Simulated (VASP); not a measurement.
# Rh (P6_3/mmc) in VASP: notebook

Runs on Rh. Level: r2SCAN. Tasks: single point.

Program: VASP 6.6.1. These are calculated values, not measurements. Logs are shortened: lines on timing, memory, paths and dates and some standing lists are left out, and cuts for length are marked.

## (1) The cell of the first run

Symmetry: P6_3/mmc, No. 194, hexagonal system. The conventional cell has a = 2.692 Å, b = 2.692 Å, c = 8.798 Å, α = 90.00°, β = 90.00°, γ = 120.00°. Rh (site symmetry -3m) has 12 Rh at 2.69 Å within 3.5 Å. Rh (site symmetry -6m2) has 12 Rh at 2.69 Å within 3.5 Å.

This isn't the form of Rh at room conditions, which is fcc.

## (2) Single point, r2SCAN

Contents of POSCAR:

```
Rh
1.0
    2.6917446200      0.0000000000      0.0000000000
   -1.3458723100      2.3311192214      0.0000000000
    0.0000000000      0.0000000000      8.7980701300
Rh
4
Direct
    0.0000000000      0.0000000000      0.0000000000
    0.0000000000      0.0000000000      0.5000000000
    0.3333333333      0.6666666667      0.2500000000
    0.6666666667      0.3333333333      0.7500000000
```

Contents of INCAR.step1:

```
PREC     = Accurate       # precision mode
ENCUT    = 550            # plane-wave cutoff, eV
ISMEAR   = 1              # smearing method
SIGMA    = 0.3            # smearing width, eV
LREAL    = False          # projectors in reciprocal space
LASPH    = True           # aspherical terms in the spheres
NELM     = 120            # most SCF steps
NBANDS   = 38             # bands
GGA      = PE             # functional
ALGO     = Normal         # electronic algorithm
EDIFF    = 1E-5           # SCF threshold, eV
LWAVE    = True           # write WAVECAR
LCHARG   = False          # write CHGCAR
GGA_COMPAT= False
```

Contents of INCAR.step2:

```
PREC     = Accurate       # precision mode
ENCUT    = 550            # plane-wave cutoff, eV
EDIFF    = 1E-6           # SCF threshold, eV
ISMEAR   = 1              # smearing method
SIGMA    = 0.3            # smearing width, eV
LREAL    = False          # projectors in reciprocal space
LASPH    = True           # aspherical terms in the spheres
NELM     = 120            # most SCF steps
ALGO     = Normal         # electronic algorithm
ISIF     = 2              # what is computed and relaxed
LWAVE    = False          # write WAVECAR
LCHARG   = False          # write CHGCAR
METAGGA  = R2SCAN         # meta-GGA
LMIXTAU  = True         
NBANDS   = 38             # bands
ISTART   = 1            
GGA_COMPAT= False
```

Contents of KPOINTS:

```
regular mesh
0
Gamma
  9 9 3
```

Potentials or basis: VASP PAW PBE potentials, release 64 (Rh_pv).

Run with:

```console
> cat potpaw_PBE.64/Rh_pv/POTCAR > POTCAR
> cp INCAR.step1 INCAR
> mpirun -np 1 vasp_std > vasp.out
> cp INCAR.step2 INCAR
> mpirun -np 1 vasp_std > vasp.out
```

OUTCAR:

```text
PREC = Accurate
   ENCUT = 550
   EDIFF = 1E-6
   ISMEAR = 1
   LREAL = False
   LASPH = True
   NELM = 120
   ISIF = 2
   METAGGA = R2SCAN
   ISTART = 1

 ion  position               nearest neighbor table
   1  0.000  0.000  0.000-   3 2.69   4 2.69   3 2.69   4 2.69   4 2.69   3 2.69
   2  0.000  0.000  0.500-   3 2.69   4 2.69   3 2.69   4 2.69   4 2.69   3 2.69
   3  0.333  0.667  0.250-   1 2.69   2 2.69   1 2.69   2 2.69   1 2.69   2 2.69
   4  0.667  0.333  0.750-   1 2.69   2 2.69   1 2.69   2 2.69   1 2.69   2 2.69

  LATTYP: Found a hexagonal cell.
 ALAT       =     2.6917446200
 C/A-ratio  =     3.2685382055

  Lattice vectors:

 A1 = (   2.6917446200,   0.0000000000,   0.0000000000)
 A2 = (  -1.3458723100,   2.3311192214,   0.0000000000)
 A3 = (   0.0000000000,   0.0000000000,   8.7980701300)

Analysis of symmetry for initial positions (statically):
=====================================================================
 Subroutine PRICEL returns:
 Original cell was already a primitive cell.

 Routine SETGRP: Setting up the symmetry group for a
 hexagonal supercell.

 Subroutine GETGRP returns: Found 24 space group operations
 (whereof 12 operations were pure point group operations)
 out of a pool of 24 trial point group operations.

The static configuration has the point symmetry D_3d.
 The point group associated with its full space group is D_6h.

Analysis of symmetry for dynamics (positions and initial velocities):
=====================================================================
 Subroutine PRICEL returns:
 Original cell was already a primitive cell.

 Routine SETGRP: Setting up the symmetry group for a
 hexagonal supercell.

 Subroutine GETGRP returns: Found 24 space group operations
 (whereof 12 operations were pure point group operations)
 out of a pool of 24 trial point group operations.

The dynamic configuration has the point symmetry D_3d.
 The point group associated with its full space group is D_6h.

 Subroutine INISYM returns: Found 24 space group operations
 (whereof 12 operations are pure point group operations),
 and found     1 'primitive' translations

----------------------------------------------------------------------------------------

[... 91 lines left out ...]
   LSORBIT =      F    spin-orbit coupling
   LASPH  =      T    aspherical Exc in radial PAW
   ENCUT  =  550.0 eV  40.42 Ry    6.36 a.u.   5.15  5.15 16.82*2*pi/ulx,y,z
   NELM   =    120;   NELMIN=  2; NELMDL=  0     # of ELM steps
   EDIFF  = 0.1E-05   stopping-criterion for ELM
   LREAL  =      F    real-space projection
   EDIFFG = 0.1E-04   stopping-criterion for IOM
   NSW    =      0    number of steps for IOM
   IBRION =     -1    ionic relax: 0-MD 1-quasi-New 2-CG
   NFREE  =      0    steps in history (QN), initial steepest desc. (CG)
   ISIF   =      2    stress and relaxation
   ISYM   =      2    0-nonsym 1-usesym 2-fastsym
   POTIM  = 0.5000    time-step for ionic-motion
   TEBEG  =    0.0;   TEEND  =   0.0 temperature during run
   PSTRESS=    0.0 pullay stress
   NELECT =      60.0000    total number of electrons
   NUPDOWN=      -1.0000    fix difference up-down
   EMIN   =  10.00;   EMAX   =-10.00  energy-range for DOS
   EFERMI =   0.00;   METHOD = LEGACY
   ISMEAR =     1;   SIGMA  =   0.30  broadening in eV -4-tet -1-fermi 0-gaus
   EFERMI_NEDOS =   21; number of points for ismear=-14 and -15
   IALGO  =     38    algorithm
   IMIX   =      4    mixing-type and parameters
     AMIX     =   0.40;   BMIX     =  1.00
     AMIX_MAG =   1.60;   BMIX_MAG =  1.00
  volume/ion in A,a.u.               =      13.80        93.14
  Fermi-wavevector in a.u.,A,eV,Ry     =   1.683178  3.180745 38.546496  2.833088
  Thomas-Fermi vector in A             =   2.766425
   LORBIT       =      0    0 simple, 1 ext, 2 COOP (PROOUT), +10 PAW based schemes
   METAGGA = R2SCAN    functional components
   LHFCALC =     F    Hartree Fock is set to
   AEXX    =    0.0000 exact exchange contribution
   IVDW    =     0    specifies the selected vdW correction
   LEPSILON=     F    determine dielectric tensor
   LRPA    =     F    only Hartree local field effects (RPA)
 non-spin polarized calculation
 Methfessel and Paxton  Order N= 1 SIGMA  =   0.30
  energy-cutoff  :      550.00
  volume of cell :       55.21
 maximum number of plane-waves:      1631
 NGX is ok and might be reduce to    24
   NGX = 11   NGY = 11   NGZ = 33

 number of electron      59.9999979 magnetization

 Free energy of the ion-electron system (eV)
  ---------------------------------------------------
  ext. energy  EPLUGINS =         0.00000000
  ---------------------------------------------------
  free energy    TOTEN  =       -96.46098684 eV

  energy without entropy =      -96.48384234  energy(sigma->0) =      -96.46860534

 E-fermi :  11.6675     XC(G=0): -15.1803

 val. band max:       11.6522912006   @ k =   0.2222   0.0000   0.3333
 cond. band min:      11.6849091926   @ k =   0.3333   0.0000   0.3333
 fundamental gap:      0.0326179920
 Fermi energy:        11.6674583752

 k-point     1 :       0.0000    0.0000    0.0000
  band No.  band energies     occupation
      1     -36.9018      2.00000
      2     -36.5229      2.00000
      3     -36.5203      2.00000
      4     -36.2203      2.00000
      5     -36.2203      2.00000
      6     -36.1783      2.00000
[... 973 lines left out ...]
     37      20.0734      0.00000
     38      20.0734      0.00000

------------------------ aborting loop because EDIFF is reached ----------------------------------------

  FORCE on cell =-STRESS in cart. coord.  units (eV):
  Direction    XX          YY          ZZ          XY          YZ          ZX
  --------------------------------------------------------------------------------------
  -------------------------------------------------------------------------------------
  Total        0.0608443      0.0608443     -0.5211780      0.0000000      0.0000000      0.0000000
  in kB        1.7658137      1.7658137    -15.1255407      0.0000000      0.0000000      0.0000000
  external PRESSURE =      -3.8646377 kB  Pullay stress =       0.0000000 kB

 VOLUME and BASIS-vectors are now :
 -----------------------------------------------------------------------------
  energy-cutoff  :      550.00
  volume of cell :       55.21
      direct lattice vectors                 reciprocal lattice vectors
     2.691744620  0.000000000  0.000000000     0.371506269  0.214489244  0.000000000
    -1.345872310  2.331119221  0.000000000     0.000000000  0.428978488  0.000000000
     0.000000000  0.000000000  8.798070130     0.000000000  0.000000000  0.113661290

 POSITION                                       TOTAL-FORCE (eV/Angst)
 -----------------------------------------------------------------------------------
      0.00000      0.00000      0.00000        -0.000000     -0.000000      0.000000
      0.00000      0.00000      4.39904        -0.000000     -0.000000      0.000000
     -0.00000      1.55408      2.19952        -0.000000     -0.000000      0.000000
      1.34587      0.77704      6.59855         0.000000      0.000000      0.000000
 -----------------------------------------------------------------------------------
    total drift:                               -0.000000      0.000000      0.000000

  FREE ENERGIE OF THE ION-ELECTRON SYSTEM (eV)
  ---------------------------------------------------
  free  energy   TOTEN  =       -96.4609868381 eV

  energy  without entropy=      -96.4838423409  energy(sigma->0) =      -96.46860534
```

OUTCAR.step1:

```text
PREC = Accurate
   ENCUT = 550
   ISMEAR = 1
   LREAL = False
   LASPH = True
[... 1212 lines left out ...]
      0.00000      0.00000      0.00000        -0.000000      0.000000     -0.000000
      0.00000      0.00000      4.39904        -0.000000      0.000000     -0.000000
     -0.00000      1.55408      2.19952         0.000000      0.000000     -0.000000
      1.34587      0.77704      6.59855        -0.000000     -0.000000      0.000000
 -----------------------------------------------------------------------------------
    total drift:                               -0.000000      0.000000      0.000000

  FREE ENERGIE OF THE ION-ELECTRON SYSTEM (eV)
  ---------------------------------------------------
  free  energy   TOTEN  =       -28.9468788524 eV

  energy  without entropy=      -28.9734857411  energy(sigma->0) =      -28.95574782
```

It took 95 s on 1 thread of Intel Xeon 6975P-C (Granite Rapids), shared host; peak memory 0.22 GiB.

What came out:

| Item | Value |
| --- | --- |
| Free energy | -96.4610 eV |
| Pressure | -0.4 GPa |
| Band gap on the k mesh | zero (bands 30 and 31 overlap by 1.68 eV) |

Caveat: so wide a smearing shifts energies and pressures; the PAW data sets were made with another functional, which shifts forces and pressure a little.

## (3) Single point, r2SCAN

POSCAR is that of step 2.

INCAR.step1, as its differences from that of step 2:

```diff
@@ -3,3 +3,3 @@
 ISMEAR   = 1              # smearing method
-SIGMA    = 0.3            # smearing width, eV
+SIGMA    = 0.2            # smearing width, eV
 LREAL    = False          # projectors in reciprocal space
```

INCAR.step2, as its differences from that of step 2:

```diff
@@ -4,3 +4,3 @@
 ISMEAR   = 1              # smearing method
-SIGMA    = 0.3            # smearing width, eV
+SIGMA    = 0.2            # smearing width, eV
 LREAL    = False          # projectors in reciprocal space
```

Contents of KPOINTS:

```
Automatic mesh
0
Gamma
  9 9 3
```

Potentials or basis: VASP PAW PBE potentials, release 64 (Rh_pv).

Run with:

```console
> cat potpaw_PBE.64/Rh_pv/POTCAR > POTCAR
> cp INCAR.step1 INCAR
> mpirun -np 1 vasp_std > vasp.out
> cp INCAR.step2 INCAR
> mpirun -np 1 vasp_std > vasp.out
```

It took 73 s on 1 thread of Intel Xeon 6975P-C (Granite Rapids), shared host; peak memory 0.21 GiB.

The run converged. Its results:

```yaml
Free_energy: -96.4679 eV
Pressure: -0.4 GPa
Band_gap_on_the_k_mesh: zero (bands 30 and 31 overlap by 1.68 eV)
```

Stress tensor (GPa, compression positive):
```
 0.24  0.00  0.00
 0.00  0.24  0.00
 0.00  0.00 -1.57
```

Levels at points of the mesh, in eV from the Fermi level:
```tsv
k point	band 28	band 29	band 30	band 31	band 32	band 33
(0.00, 0.00, 0.00)	-1.51	-1.51	-0.89	-0.89	-0.37	-0.37
```

Caveat: the PAW data sets were made with another functional, which shifts forces and pressure a little.

## (4) Single point, r2SCAN

POSCAR is that of step 3.

Contents of INCAR.step1:

```
ALGO     = Normal         # electronic algorithm
EDIFF    = 1E-5           # SCF threshold, eV
ENCUT    = 550            # plane-wave cutoff, eV
GGA      = PE             # functional
GGA_COMPAT= F            
ISMEAR   = 1              # smearing method
LASPH    = T              # aspherical terms in the spheres
LCHARG   = F              # write CHGCAR
LREAL    = F              # projectors in reciprocal space
LWAVE    = T              # write WAVECAR
NBANDS   = 38             # bands
NELM     = 120            # most SCF steps
PREC     = Accurate       # precision mode
SIGMA    = 0.1            # smearing width, eV
```

Contents of INCAR.step2:

```
ALGO     = Normal         # electronic algorithm
EDIFF    = 1E-6           # SCF threshold, eV
ENCUT    = 550            # plane-wave cutoff, eV
GGA_COMPAT= F            
ISIF     = 2              # what is computed and relaxed
ISMEAR   = 1              # smearing method
ISTART   = 1            
LASPH    = T              # aspherical terms in the spheres
LCHARG   = T              # write CHGCAR
LELF     = T              # ELF
LMIXTAU  = T            
LREAL    = F              # projectors in reciprocal space
LVHAR    = T            
LWAVE    = F              # write WAVECAR
METAGGA  = R2SCAN         # meta-GGA
NBANDS   = 38             # bands
NELM     = 120            # most SCF steps
PREC     = Accurate       # precision mode
SIGMA    = 0.1            # smearing width, eV
```

Contents of KPOINTS:

```
k-points
0
Gamma
  9 9 3
```

Potentials or basis: VASP PAW PBE potentials, release 64 (Rh_pv).

Run with:

```console
> cat potpaw_PBE.64/Rh_pv/POTCAR > POTCAR
> cp INCAR.step1 INCAR
> mpirun -np 1 vasp_std > vasp.out
> cp INCAR.step2 INCAR
> mpirun -np 1 vasp_std > vasp.out
```

OUTCAR:

```text
EDIFF = 1E-6
   ENCUT = 550
   ISIF = 2
   ISMEAR = 1
   ISTART = 1
   LASPH = T
   LREAL = F
   METAGGA = R2SCAN
   NELM = 120
   PREC = Accurate

 ion  position               nearest neighbor table
   1  0.000  0.000  0.000-   3 2.69   4 2.69   3 2.69   4 2.69   4 2.69   3 2.69
   2  0.000  0.000  0.500-   3 2.69   4 2.69   3 2.69   4 2.69   4 2.69   3 2.69
   3  0.333  0.667  0.250-   1 2.69   2 2.69   1 2.69   2 2.69   1 2.69   2 2.69
   4  0.667  0.333  0.750-   1 2.69   2 2.69   1 2.69   2 2.69   1 2.69   2 2.69

  LATTYP: Found a hexagonal cell.
 ALAT       =     2.6917446200
 C/A-ratio  =     3.2685382055

  Lattice vectors:

 A1 = (   2.6917446200,   0.0000000000,   0.0000000000)
 A2 = (  -1.3458723100,   2.3311192214,   0.0000000000)
 A3 = (   0.0000000000,   0.0000000000,   8.7980701300)

Analysis of symmetry for initial positions (statically):
=====================================================================
 Subroutine PRICEL returns:
 Original cell was already a primitive cell.

 Routine SETGRP: Setting up the symmetry group for a
 hexagonal supercell.
[... 170 lines left out ...]

  energy without entropy =      -96.47167833  energy(sigma->0) =      -96.47192575

 E-fermi :  11.6706     XC(G=0): -15.1798

 val. band max:       11.6544817880   @ k =   0.2222   0.0000   0.3333
 cond. band min:      11.6874737506   @ k =   0.3333   0.0000   0.3333
 fundamental gap:      0.0329919626
 Fermi energy:        11.6705912937

 k-point     1 :       0.0000    0.0000    0.0000
  band No.  band energies     occupation
      1     -36.8943      2.00000
      2     -36.5159      2.00000
      3     -36.5122      2.00000
      4     -36.2200      2.00000
      5     -36.2200      2.00000
      6     -36.1774      2.00000
[... 973 lines left out ...]
     37      20.0739      0.00000
     38      20.0739      0.00000

------------------------ aborting loop because EDIFF is reached ----------------------------------------

  FORCE on cell =-STRESS in cart. coord.  units (eV):
  Direction    XX          YY          ZZ          XY          YZ          ZX
  --------------------------------------------------------------------------------------
  -------------------------------------------------------------------------------------
  Total        0.0818911      0.0818911     -0.4958375     -0.0000000     -0.0000000      0.0000000
  in kB        2.3766300      2.3766300    -14.3901118     -0.0000000     -0.0000000      0.0000000
  external PRESSURE =      -3.2122840 kB  Pullay stress =       0.0000000 kB

 VOLUME and BASIS-vectors are now :
 -----------------------------------------------------------------------------
  energy-cutoff  :      550.00
  volume of cell :       55.21
      direct lattice vectors                 reciprocal lattice vectors
     2.691744620  0.000000000  0.000000000     0.371506269  0.214489244  0.000000000
    -1.345872310  2.331119221  0.000000000     0.000000000  0.428978488  0.000000000
     0.000000000  0.000000000  8.798070130     0.000000000  0.000000000  0.113661290

 POSITION                                       TOTAL-FORCE (eV/Angst)
 -----------------------------------------------------------------------------------
      0.00000      0.00000      0.00000        -0.000000      0.000000     -0.000000
      0.00000      0.00000      4.39904        -0.000000      0.000000     -0.000000
     -0.00000      1.55408      2.19952        -0.000000      0.000000     -0.000000
      1.34587      0.77704      6.59855         0.000000     -0.000000      0.000000
 -----------------------------------------------------------------------------------
    total drift:                               -0.000000      0.000000      0.000000

  FREE ENERGIE OF THE ION-ELECTRON SYSTEM (eV)
  ---------------------------------------------------
  free  energy   TOTEN  =       -96.4720494586 eV

  energy  without entropy=      -96.4716783255  energy(sigma->0) =      -96.47192575
```

Wall time 91 s (1 thread of Intel Xeon 6975P-C (Granite Rapids), shared host); peak memory 0.21 GiB.

Results:

```
Free energy            : -96.4720 eV
Pressure               : -0.3 GPa
Band gap on the k mesh : zero (bands 30 and 31 overlap by 1.68 eV)
```

Caveat: the PAW data sets were made with another functional, which shifts forces and pressure a little.

## (5) Single point, r2SCAN

POSCAR is that of step 4.

Contents of INCAR.step1:

```
PREC = Accurate
ENCUT = 550
ISMEAR = 1
SIGMA = 0.05
LREAL = False
LASPH = True
NELM = 120
NBANDS = 38
GGA = PE
ALGO = Normal
EDIFF = 1E-5
LWAVE = True
LCHARG = False
GGA_COMPAT = False
```

Contents of INCAR.step2:

```
PREC = Accurate
ENCUT = 550
EDIFF = 1E-6
ISMEAR = 1
SIGMA = 0.05
LREAL = False
LASPH = True
NELM = 120
ALGO = Normal
ISIF = 2
LWAVE = False
LCHARG = False
METAGGA = R2SCAN
LMIXTAU = True
NBANDS = 38
ISTART = 1
GGA_COMPAT = False
```

Contents of KPOINTS:

```
regular mesh
0
Gamma
  9 9 3
```

Run with:

```console
> cat potpaw_PBE.64/Rh_pv/POTCAR > POTCAR
> cp INCAR.step1 INCAR
> mpirun -np 1 vasp_std > vasp.out
> cp INCAR.step2 INCAR
> mpirun -np 1 vasp_std > vasp.out
```

It took 88 s on 1 thread of Intel Xeon 6975P-C (Granite Rapids), shared host; peak memory 0.21 GiB.

Results (log left out):

```yaml
Free_energy: -96.4714 eV
Pressure: -0.3 GPa
Band_gap_on_the_k_mesh: zero (bands 30 and 31 overlap by 1.68 eV)
```

Stress tensor (GPa, compression positive):
```
 0.19  0.00  0.00
 0.00  0.19  0.00
 0.00  0.00 -1.29
```

Levels at points of the mesh, in eV from the Fermi level:
```csv
k point,band 28,band 29,band 30,band 31,band 32,band 33
"(0.00, 0.00, 0.00)",-1.51,-1.51,-0.88,-0.88,-0.37,-0.37
```

Caveat: the PAW data sets were made with another functional, which shifts forces and pressure a little.

## (6) Overview

| smearing | gap on the mesh (eV) | pressure (GPa) |
| --- | --- | --- |
| methfessel-paxton 0.3 eV | none | -0.4 |
| methfessel-paxton 0.2 eV | none | -0.4 |
| methfessel-paxton 0.1 eV | none | -0.3 |
| methfessel-paxton 0.05 eV | none | -0.3 |

Alike in all rows: task single point; level r2SCAN; potentials or basis VASP PAW PBE potentials, release 64 (Rh_pv); no spin polarisation; cell as given; k mesh 9 × 9 × 3; cutoff (eV) 550.

Caveats: the PAW data sets were made with another functional, which shifts forces and pressure a little; so wide a smearing shifts energies and pressures (at least some runs).

Total energies depend on the potentials used, so only differences within one code and one set of settings carry meaning.

The gap in the log of VASP goes by the Fermi energy; the results here count the filled bands.